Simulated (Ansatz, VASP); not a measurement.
# BN in VASP and in Ansatz

The input INCAR:

```
SYSTEM = BN
PREC = Accurate
ENCUT = 520
EDIFF = 1E-6
ISMEAR = -1
SIGMA = 0.02
LREAL = .FALSE.
LASPH = .TRUE.
NELM = 80
ALGO = Normal
ISIF = 2
LWAVE = .FALSE.
LCHARG = .TRUE.
GGA = PE
LELF = .TRUE.
LVHAR = .TRUE.
NBANDS = 16
```

KPOINTS

```
regular mesh
0
G
  12 12 6
  0 0 0
```

File POSCAR:

```
BN
1.0
    2.4676315026      0.0000000000      0.0000000000
   -1.2338157513      2.1370315684      0.0000000000
    0.0000000000      0.0000000000      4.0815808783
B N
2 2
Direct
    0.3333333333      0.6666666667      0.0005226469
    0.6666666667      0.3333333333      0.5005226469
    0.3333333333      0.6666666667      0.3744773531
    0.6666666667      0.3333333333      0.8744773531
```

Input for Ansatz:

```yaml
crystal:
  lattice:
    - [2.4676315026, 0.0, 0.0]
    - [-1.2338157513, 2.1370315684, 0.0]
    - [0.0, 0.0, 4.0815808783]
  atoms:
    - { symbol: B, position: [0.3333333333, 0.6666666667, 0.0005226469] }
    - { symbol: B, position: [0.6666666667, 0.3333333333, 0.5005226469] }
    - { symbol: "N", position: [0.3333333333, 0.6666666667, 0.3744773531] }
    - { symbol: "N", position: [0.6666666667, 0.3333333333, 0.8744773531] }
kpoints:
  mp_grid: { grid: [12, 12, 6] }
  band_path:
    path:
      - [0.0, 0.0, 0.0]
      - [0.5, 0.0, 0.0]
      - [0.3333333333, 0.3333333333, 0.0]
      - [0.0, 0.0, 0.5]
      - [0.5, 0.0, 0.5]
      - [0.3333333333, 0.3333333333, 0.5]
      - [0.1, 0.0, 0.0]
    npoints: 1
hamiltonian:
  xc: pbe
scf:
  occupations: { method: fermi_dirac, width: 0.02 }
  n_extra_bands: 5
output:
  forces: true
  stress: true
  eigenvalues: true
```

Change from the starting cell: hydrostatic strain -3.0%.

Alike in both runs: task single point; functional PBE; k mesh 12 × 12 × 6; occupations fermi-dirac, width 0.02 eV; no spin polarisation.

```csv
,VASP,Ansatz
version,VASP 6.6.1,Ansatz 0.2.0
potentials or method,"VASP PAW PBE potentials, release 64 (B, N)","plane waves, PAW"
plane-wave cutoff (eV),520,420
valence electrons in the cell,16,16
```

|  | VASP | Ansatz | Ansatz less VASP |
| --- | --- | --- | --- |
| gap on the k mesh at the Fermi level (eV) | 4.98 | 5.00 | +0.020 |
| pressure (GPa) | 47.1 | 46.5 | -0.59 |
| traceless stress, the component that is largest in VASP (GPa) | 0.53 | 0.53 | +0.003 |
| rms of the force components (eV/Å) | 0.005 | 0.005 | -0.0008 |

Atom by atom the forces differ by 0.001 eV/Å (rms over components). Both programs put the cell under a high pressure, so it lies far from rest at this level.
